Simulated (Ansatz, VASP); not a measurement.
## MnHg in VASP and in Ansatz

INCAR

```
PREC = Accurate ; ENCUT = 500
EDIFF = 1E-6 ; ISMEAR = 0
SIGMA = 0.1 ; LREAL = False
LASPH = True ; NELM = 200
ALGO = Normal ; ISIF = 2
LWAVE = False ; LCHARG = True
ISPIN = 2 ; MAGMOM = 5 0
LORBIT = 11 ; LMAXMIX = 4
GGA = PE ; LELF = True
LVHAR = True ; NBANDS = 24
GGA_COMPAT = False
```

Contents of KPOINTS:

```
regular mesh
0
Gamma
  12 12 12
```

The input POSCAR:

```
MnHg
1.0
    3.3150000000      0.0000000000      0.0000000000
    0.0000000000      3.3150000000      0.0000000000
    0.0000000000      0.0000000000      3.3150000000
Mn Hg
1 1
Direct
    0.5000000000      0.5000000000      0.5000000000
    0.0000000000      0.0000000000      0.0000000000
```

Input for Ansatz:

```yaml
crystal:
  lattice:
    - [3.315, 0.0, 0.0]
    - [0.0, 3.315, 0.0]
    - [0.0, 0.0, 3.315]
  atoms:
    - { symbol: Mn, position: [0.5, 0.5, 0.5], spin: 5.0 }
    - { symbol: Hg, position: [0.0, 0.0, 0.0] }
basis:
  ecutwfc: 420
kpoints:
  mp_grid: { grid: [12, 12, 12] }
hamiltonian:
  xc: pbe
scf:
  occupations: { method: gaussian, width: 0.1 }
  lower_state_search: "off"
output:
  forces: true
  stress: true
  eigenvalues: true
  populations: true
magnetization:
  spin_polarized: true
```

Alike in both runs: task single point; functional PBE; k mesh 12 × 12 × 12; occupations gaussian, width 0.1 eV; collinear spin.

|  | VASP | Ansatz |
| --- | --- | --- |
| version | VASP 6.6.1 | Ansatz 0.2.0 |
| potentials or method | VASP PAW PBE potentials, release 64 (Mn_pv, Hg), cutoff 500 eV | scalar-relativistic, plane waves, PAW |
| valence electrons in the cell | 25 | 35 |

|  | VASP | Ansatz | Ansatz less VASP |
| --- | --- | --- | --- |
| gap on the k mesh at the Fermi level (eV) | none | none | - |
| pressure (GPa) | 1.1 | 0.7 | -0.41 |
| net moment per atom (μB) | 1.96 | 1.96 | -0.002 |
| size of the moment on the site where the two differ most (μB) | 3.84 | 3.89 | +0.054 |

Site moments also hang on the region over which each program counts them. A gap of «none» marks a metal or a gap that the smearing closes. VASP's potentials hold 25 valence electrons a cell and Ansatz's 35, so a difference there can come from the potentials and not from the codes.

Neither program's run includes spin-orbit coupling.
